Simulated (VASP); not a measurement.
# HPt16F in VASP: single point with PBE+D3(BJ)

Aim: the single point of HPt16F with PBE+D3(BJ).

Program: VASP 6.6.1. These are calculated values, not measurements. Logs are shortened: lines on timing, memory, paths and dates and some standing lists are left out, and cuts for length are marked.

**1. The cell of the first run**

The cell holds a slab with vacuum, 18 atoms: a = 5.556 Å, b = 5.556 Å, c = 24.823 Å, α = 90.00°, β = 90.00°, γ = 90.00°.

**2. Single point, PBE+D3(BJ)**

The input, INCAR:

```
ALGO = Normal ; DIPOL = 0.5 0.5 0.469
EDIFF = 1E-6 ; ENCUT = 520
GGA = PE ; IDIPOL = 3
ISIF = 2 ; ISMEAR = 0
IVDW = 12 ; LASPH = True
LCHARG = False ; LDIPOL = True
LREAL = Auto ; LWAVE = False
NBANDS = 99 ; NELM = 80
PREC = Accurate ; SIGMA = 0.1
```

The input, KPOINTS:

```
k-points
0
Gamma
  4 4 1
```

The input, POSCAR:

```
HPt16F
1.0
    5.5557316927      0.0000000000      0.0000000000
    0.0000000000      5.5557316927      0.0000000000
    0.0000000000      0.0000000000     24.8228433315
Pt F H
16 1 1
Direct
    0.2500000000      0.2500000000      0.3222837889
    0.2500000000      0.7500000000      0.3222837889
    0.7500000000      0.2500000000      0.3222837889
    0.7500000000      0.7500000000      0.3222837889
    0.5000000000      0.5000000000      0.4014144409
    0.5000000000      0.0000000000      0.4014144409
    0.0000000000      0.5000000000      0.4014144409
    0.0000000000      0.0000000000      0.4014144409
    0.7498841141      0.7500000000      0.4794838350
    0.7500393429      0.2500000000      0.4795830210
    0.2501158859      0.7500000000      0.4794838350
    0.2499606571      0.2500000000      0.4795830210
    0.0000000000     -0.0006912053      0.5567218318
    0.0000000000      0.5006912053      0.5567218318
    0.5000000000      0.0000407219      0.5568301782
    0.5000000000      0.4999592781      0.5568301782
    0.0000000000      0.2500000000      0.6830313511
    0.0000000000      0.2500000000      0.7205436699
```

Potentials or basis: VASP PAW PBE potentials, release 64 (Pt, F, H).

Command:

```sh
> cat potpaw_PBE.64/Pt/POTCAR potpaw_PBE.64/F/POTCAR potpaw_PBE.64/H/POTCAR > POTCAR
> mpirun -np 1 vasp_std > vasp.out
```

OUTCAR:

```text
EDIFF = 1E-6
   ENCUT = 520
   GGA = PE
   ISIF = 2
   ISMEAR = 0
   IVDW = 12
   LASPH = True
   LREAL = Auto
   NELM = 80
   PREC = Accurate
 IVDW          = 12

 ion  position               nearest neighbor table
   1  0.250  0.250  0.322-   2 2.78   3 2.78   2 2.78   3 2.78   7 2.78   8 2.78   5 2.78   6 2.78

   2  0.250  0.750  0.322-   1 2.78   4 2.78   1 2.78   4 2.78   7 2.78   8 2.78   5 2.78   6 2.78

   3  0.750  0.250  0.322-   1 2.78   4 2.78   4 2.78   1 2.78   7 2.78   8 2.78   5 2.78   6 2.78

   4  0.750  0.750  0.322-   2 2.78   3 2.78   3 2.78   2 2.78   7 2.78   8 2.78   5 2.78   6 2.78

   5  0.500  0.500  0.401-   9 2.76  11 2.76  10 2.76  12 2.76   6 2.78   7 2.78   6 2.78   7 2.78
                             1 2.78   2 2.78   3 2.78   4 2.78
   6  0.500  0.000  0.401-   9 2.76  11 2.76  10 2.76  12 2.76   5 2.78   8 2.78   5 2.78   8 2.78
                             1 2.78   2 2.78   3 2.78   4 2.78
   7  0.000  0.500  0.401-   9 2.76  11 2.76  10 2.76  12 2.76   5 2.78   8 2.78   8 2.78   5 2.78
                             1 2.78   2 2.78   3 2.78   4 2.78
   8  0.000  0.000  0.401-   9 2.76  11 2.76  10 2.76  12 2.76   6 2.78   7 2.78   7 2.78   6 2.78
                             1 2.78   2 2.78   3 2.78   4 2.78
   9  0.750  0.750  0.479-  13 2.74  14 2.74  15 2.75  16 2.75   5 2.76   6 2.76   7 2.76   8 2.76
                            11 2.78  10 2.78  10 2.78  11 2.78
  10  0.750  0.250  0.480-  13 2.74  14 2.74  15 2.75  16 2.75   7 2.76   8 2.76   5 2.76   6 2.76
                            12 2.78   9 2.78   9 2.78  12 2.78
  11  0.250  0.750  0.479-  13 2.74  14 2.74  15 2.75  16 2.75   5 2.76   6 2.76   7 2.76   8 2.76
                             9 2.78  12 2.78  12 2.78   9 2.78
  12  0.250  0.250  0.480-  13 2.74  14 2.74  15 2.75  16 2.75   7 2.76   8 2.76   5 2.76   6 2.76
                            10 2.78  11 2.78  11 2.78  10 2.78
  13  0.000  0.999  0.557-   9 2.74  11 2.74  10 2.74  12 2.74  14 2.77  15 2.78  15 2.78  14 2.79

  14  0.000  0.501  0.557-   9 2.74  11 2.74  10 2.74  12 2.74  13 2.77  16 2.78  16 2.78  13 2.79

  15  0.500  0.000  0.557-  10 2.75  12 2.75  11 2.75   9 2.75  16 2.78  13 2.78  13 2.78  16 2.78

  16  0.500  0.500  0.557-  10 2.75  12 2.75  11 2.75   9 2.75  15 2.78  14 2.78  14 2.78  15 2.78

  17  0.000  0.250  0.683-  18 0.93
  18  0.000  0.250  0.721-  17 0.93

  LATTYP: Found a simple tetragonal cell.
 ALAT       =     5.5557316927
 C/A-ratio  =     4.4679701441

  Lattice vectors:

 A1 = (   5.5557316927,   0.0000000000,   0.0000000000)
 A2 = (   0.0000000000,   5.5557316927,   0.0000000000)
 A3 = (   0.0000000000,   0.0000000000,  24.8228433315)

Analysis of symmetry for initial positions (statically):
=====================================================================
 Subroutine PRICEL returns:
 Original cell was already a primitive cell.

 Routine SETGRP: Setting up the symmetry group for a
 simple tetragonal supercell.

 Subroutine GETGRP returns: Found  4 space group operations
 (whereof  2 operations were pure point group operations)
 out of a pool of 16 trial point group operations.

The static configuration has the point symmetry C_1h.
 The point group associated with its full space group is C_2v.

Analysis of symmetry for dynamics (positions and initial velocities):
=====================================================================
 Subroutine PRICEL returns:
 Original cell was already a primitive cell.

 Routine SETGRP: Setting up the symmetry group for a
 simple tetragonal supercell.

 Subroutine GETGRP returns: Found  4 space group operations
 (whereof  2 operations were pure point group operations)
 out of a pool of 16 trial point group operations.

The dynamic configuration has the point symmetry C_1h.
 The point group associated with its full space group is C_2v.

 Subroutine INISYM returns: Found  4 space group operations
 (whereof  2 operations are pure point group operations),
 and found     1 'primitive' translations

----------------------------------------------------------------------------------------

                                     Primitive cell

  volume of cell :     766.1857

  direct lattice vectors                    reciprocal lattice vectors
     5.555731693  0.000000000  0.000000000     0.179994293  0.000000000  0.000000000
     0.000000000  5.555731693  0.000000000     0.000000000  0.179994293  0.000000000
     0.000000000  0.000000000 24.822843331     0.000000000  0.000000000  0.040285474

  length of vectors
     5.555731693  5.555731693 24.822843331     0.179994293  0.179994293  0.040285474

  position of ions in fractional coordinates (direct lattice)
     0.250000000  0.250000000  0.322283789
     0.250000000  0.750000000  0.322283789
     0.750000000  0.250000000  0.322283789
     0.750000000  0.750000000  0.322283789
     0.500000000  0.500000000  0.401414441
     0.500000000  0.000000000  0.401414441
[... 10 lines left out ...]
     0.000000000  0.250000000  0.683031351
     0.000000000  0.250000000  0.720543670

  ion indices of the primitive-cell ions
   primitive index   ion index
                 1           1
                 2           2
                 3           3
                 4           4
                 5           5
                 6           6
[... 10 lines left out ...]
                17          17
                18          18

----------------------------------------------------------------------------------------

 KPOINTS: k-points

Automatic generation of k-mesh.
 Grid dimensions read from file:
 generate k-points for:    4    4    1

 Generating k-lattice:

  Cartesian coordinates                     Fractional coordinates (reciprocal lattice)
     0.044998573  0.000000000  0.000000000     0.250000000  0.000000000  0.000000000
     0.000000000  0.044998573  0.000000000     0.000000000  0.250000000  0.000000000
     0.000000000  0.000000000  0.040285474     0.000000000  0.000000000  1.000000000

  Length of vectors
     0.044998573  0.044998573  0.040285474

  Shift w.r.t. Gamma in fractional coordinates (k-lattice)
     0.000000000  0.000000000  0.000000000

 Subroutine IBZKPT returns following result:
 ===========================================

 Found      9 irreducible k-points:

 Following reciprocal coordinates:
            Coordinates               Weight
  0.000000  0.000000  0.000000      1.000000
  0.250000  0.000000  0.000000      2.000000
  0.000000  0.250000  0.000000      2.000000
  0.500000  0.000000  0.000000      1.000000
  0.000000  0.500000  0.000000      1.000000
  0.250000  0.250000  0.000000      4.000000
  0.500000  0.250000  0.000000      2.000000
 -0.250000  0.500000  0.000000      2.000000
  0.500000  0.500000  0.000000      1.000000
   k-points           NKPTS =      9   k-points in BZ     NKDIM =      9   number of bands    NBANDS=     99
   number of dos      NEDOS =    301   number of ions     NIONS =     18
   total plane-waves  NPLWV = 338688
   dimension x,y,z NGX =    42 NGY =   42 NGZ =  192
   dimension x,y,z NGXF=    84 NGYF=   84 NGZF=  384
   ions per type =              16   1   1
   NGX,Y,Z   is equivalent  to a cutoff of  12.57, 12.57, 12.86 a.u.
   NGXF,Y,Z  is equivalent  to a cutoff of  25.14, 25.14, 25.72 a.u.
 SYSTEM =  unknown system
   PREC   = accura    normal or accurate (medium, high low for compatibility)
   ISTART =      0    job   : 0-new  1-cont  2-samecut
   ICHARG =      2    charge: 1-file 2-atom 10-const
   ISPIN  =      1    spin polarized calculation?
   LNONCOLLINEAR =      F non collinear calculations
   LSORBIT =      F    spin-orbit coupling
   LASPH  =      T    aspherical Exc in radial PAW
   ENCUT  =  520.0 eV  38.22 Ry    6.18 a.u.  10.33 10.33 46.15*2*pi/ulx,y,z
   NELM   =     80;   NELMIN=  2; NELMDL= -5     # of ELM steps
   EDIFF  = 0.1E-05   stopping-criterion for ELM
   LREAL  =      T    real-space projection
   EDIFFG = 0.1E-04   stopping-criterion for IOM
   NSW    =      0    number of steps for IOM
[... 5 lines left out ...]
   TEBEG  =    0.0;   TEEND  =   0.0 temperature during run
   PSTRESS=    0.0 pullay stress
   NELECT =     168.0000    total number of electrons
   NUPDOWN=      -1.0000    fix difference up-down
   EMIN   =  10.00;   EMAX   =-10.00  energy-range for DOS
   EFERMI =   0.00;   METHOD = LEGACY
   ISMEAR =     0;   SIGMA  =   0.10  broadening in eV -4-tet -1-fermi 0-gaus
   EFERMI_NEDOS =   21; number of points for ismear=-14 and -15
   IALGO  =     38    algorithm
   IMIX   =      4    mixing-type and parameters
     AMIX     =   0.40;   BMIX     =  1.00
     AMIX_MAG =   1.60;   BMIX_MAG =  1.00
  volume/ion in A,a.u.               =      42.57       287.25
  Fermi-wavevector in a.u.,A,eV,Ry     =   0.987188  1.865515 13.259426  0.974540
  Thomas-Fermi vector in A             =   2.118624
   LORBIT       =      0    0 simple, 1 ext, 2 COOP (PROOUT), +10 PAW based schemes
   GGA     = PE    functional components
   LHFCALC =     F    Hartree Fock is set to
   AEXX    =    0.0000 exact exchange contribution
   IVDW    =    12    specifies the selected vdW correction
   LEPSILON=     F    determine dielectric tensor
   LRPA    =     F    only Hartree local field effects (RPA)
 non-spin polarized calculation
 Gauss-broadening in eV      SIGMA  =   0.10
  energy-cutoff  :      520.00
  volume of cell :      766.19
 maximum number of plane-waves:     20697
 NGX is ok and might be reduce to    42
   NGX = 21   NGY = 21   NGZ = 93

 dipolmoment           0.000000      0.000000      0.140618 electrons x Angstroem

 number of electron     168.0000011 magnetization

 dipolmoment           0.000000      0.000000     -0.361120 electrons x Angstroem

 Free energy of the ion-electron system (eV)
  ---------------------------------------------------
  ext. energy  EPLUGINS =         0.00000000
  ---------------------------------------------------
  free energy    TOTEN  =       -98.31174115 eV

  energy without entropy =      -98.18834842  energy(sigma->0) =      -98.25004478

 E-fermi :   0.3609     XC(G=0):  -5.2946

 val. band max:        0.3235395860   @ k =   0.0000   0.2500   0.0000
 cond. band min:       0.4039990321   @ k =   0.2500   0.2500   0.0000
 fundamental gap:      0.0804594461
 Fermi energy:         0.3609364811

 k-point     1 :       0.0000    0.0000    0.0000
  band No.  band energies     occupation
      1     -25.1947      2.00000
      2      -9.1458      2.00000
      3      -8.5168      2.00000
      4      -7.3176      2.00000
      5      -6.5206      2.00000
      6      -6.5205      2.00000
[... 88 lines left out ...]
     95       2.2279      0.00000
     96       2.2283      0.00000

 k-point     2 :       0.2500    0.0000    0.0000
  band No.  band energies     occupation
      1     -25.1947      2.00000
      2      -8.7610      2.00000
      3      -8.5139      2.00000
      4      -7.0121      2.00000
      5      -6.7901      2.00000
      6      -6.4413      2.00000
[... 682 lines left out ...]
     95       3.5511      0.00000
     96       3.5651      0.00000

 k-point     9 :       0.5000    0.5000    0.0000
  band No.  band energies     occupation
      1     -25.1946      2.00000
      2      -8.5154      2.00000
      3      -6.5459      2.00000
      4      -6.5451      2.00000
      5      -6.5417      2.00000
      6      -6.5409      2.00000
[... 88 lines left out ...]
     95       2.3072      0.00000
     96       2.3182      0.00000
 [bands above 96 left out]

------------------------ aborting loop because EDIFF is reached ----------------------------------------

 vacuum level on the upper side and lower side of the slab       (xc-potential included)        -1.132         0.923

 Edisp (eV)   -8.85869

 E8    (eV) :    -4.2144

  FORCE on cell =-STRESS in cart. coord.  units (eV):
  Direction    XX          YY          ZZ          XY          YZ          ZX
  --------------------------------------------------------------------------------------
  -------------------------------------------------------------------------------------
  Total     -11.22352   -11.18001    -3.01800     0.00000     0.00000     0.00000
  in kB     -23.46959   -23.37861    -6.31096     0.00000     0.00000     0.00000
  external pressure =      -17.72 kB  Pullay stress =        0.00 kB

 VOLUME and BASIS-vectors are now :
 -----------------------------------------------------------------------------
  energy-cutoff  :      520.00
  volume of cell :      766.19
      direct lattice vectors                 reciprocal lattice vectors
     5.555731693  0.000000000  0.000000000     0.179994293  0.000000000  0.000000000
     0.000000000  5.555731693  0.000000000     0.000000000  0.179994293  0.000000000
     0.000000000  0.000000000 24.822843331     0.000000000  0.000000000  0.040285474

 POSITION                                       TOTAL-FORCE (eV/Angst)
 -----------------------------------------------------------------------------------
      1.38893      1.38893      8.00000         0.001490      0.000000      0.347463
      1.38893      4.16680      8.00000         0.000890      0.000000      0.343636
      4.16680      1.38893      8.00000        -0.001490      0.000000      0.347463
      4.16680      4.16680      8.00000        -0.000890      0.000000      0.343636
      2.77787      2.77787      9.96425         0.000000     -0.004225     -0.317412
      2.77787      0.00000      9.96425         0.000000      0.004225     -0.317412
[... 10 lines left out ...]
      0.00000      1.38893     16.95478         0.000000      0.000000     -0.352612
      0.00000      1.38893     17.88594         0.000000      0.000000      0.353580
 -----------------------------------------------------------------------------------
    total drift:                                0.000000      0.000000     -0.004534

  FREE ENERGIE OF THE ION-ELECTRON SYSTEM (eV)
  ---------------------------------------------------
  free  energy   TOTEN  =      -107.1704324151 eV

  energy  without entropy=     -107.0470396815  energy(sigma->0) =     -107.10873605

 vacuum level on the upper side and lower side of the slab         3.770         5.857
```

It took 53 min on 1 thread of Intel Xeon 8259CL, shared host; peak memory 0.96 GiB.

Results:

```yaml
Free_energy: -107.1704 eV
Largest_force: 0.354 eV/Å
Band_gap_on_the_k_mesh: zero (bands 84 and 85 overlap by 0.54 eV)
Dispersion_energy_per_atom: -0.492 eV
```

Forces on the atoms (eV/Å):
```
Pt   0.001  0.000  0.347
Pt   0.001  0.000  0.344
Pt  -0.001  0.000  0.347
Pt  -0.001  0.000  0.344
Pt   0.000 -0.004 -0.317
Pt   0.000  0.004 -0.317
Pt   0.000 -0.004 -0.329
Pt   0.000  0.004 -0.329
Pt   0.004  0.000  0.004
Pt  -0.002  0.000 -0.005
Pt  -0.004  0.000  0.004
Pt   0.002  0.000 -0.005
Pt   0.000  0.008 -0.021
Pt   0.000 -0.008 -0.021
Pt   0.000 -0.002 -0.023
Pt   0.000  0.002 -0.023
F    0.000  0.000 -0.353
H    0.000  0.000  0.354
```

Caveat: spin-orbit coupling is left out, which moves the levels of the heavy elements.

The gap in the log of VASP goes by the Fermi energy; the results here count the filled bands.